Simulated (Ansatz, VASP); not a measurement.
# GaCo: VASP beside Ansatz

```
Ga Co
1.0
     2.84068    0.00000    0.00000
     0.00000    2.84068    0.00000
     0.00000    0.00000    2.84068
Ga Co
1 1
Direct
  0.50000 0.50000 0.50000
  0.00000 0.00000 0.00000
```

Alike in both runs: task single point; functional PBEsol; k mesh 12 × 12 × 12; occupations fermi-dirac, width 0.1 eV; no spin polarisation.

|  | VASP | Ansatz |
| --- | --- | --- |
| version | VASP 6.6.1 | Ansatz 0.2.0 |
| potentials or method | VASP PAW PBE potentials, release 64 (Ga_d, Co), cutoff 520 eV | all-electron LAPW, scalar-relativistic |

|  | VASP | Ansatz | Ansatz less VASP |
| --- | --- | --- | --- |
| pressure (GPa) | 0.2 | 0.1 | -0.13 |

VASP's potentials were made for PBE, not for PBEsol. Ansatz ran all-electron here, and VASP with PAW potentials. Ansatz's warnings: optics on partly filled bands.
